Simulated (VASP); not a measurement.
P:

```
P
1.0
     0.00000    2.65665    2.65665
     2.65665    0.00000    2.65665
     2.65665    2.65665    0.00000
P
2
Direct
  0.87500 0.87500 0.87500
  0.12500 0.12500 0.12500
```

This isn't the form of P at room conditions, which is orthorhombic.

- Program: VASP 6.6.1
- Task: relaxation of cell and atoms
- Functional: PBE
- Potentials or basis: VASP PAW PBE potentials, release 64 (P)
- Cutoff: 600 eV
- k mesh: 12 × 12 × 12
- Occupations: fermi-dirac, width 0.1 eV
- Spin: no spin polarisation

At the start: pressure 4.9 GPa; volume 18.75 Å³/atom.

Task: Where does the relaxation end?

Result: Over 3 steps the energy falls by 26.9 meV/atom and the volume is 20.62 Å³/atom (+10.0 %); space group Fd-3m (No. 227, to 0.1 Å) before and after.

Step by step:
| step | energy change (eV) | largest force (eV/Å) | pressure (GPa) | volume (Å³) |
| --- | --- | --- | --- | --- |
| 1 | 0.0000 | 0.0000 | 4.93 | 37.50 |
| 2 | -0.0530 | 0.0000 | 0.57 | 40.72 |
| 3 | -0.0539 | 0.0000 | -0.02 | 41.24 |

Final structure:
```
P
1.0
     0.00000    2.74226    2.74226
     2.74226    0.00000    2.74226
     2.74226    2.74226    0.00000
P
2
Cartesian
  4.7990 4.7990 4.7990
  0.6856 0.6856 0.6856
```
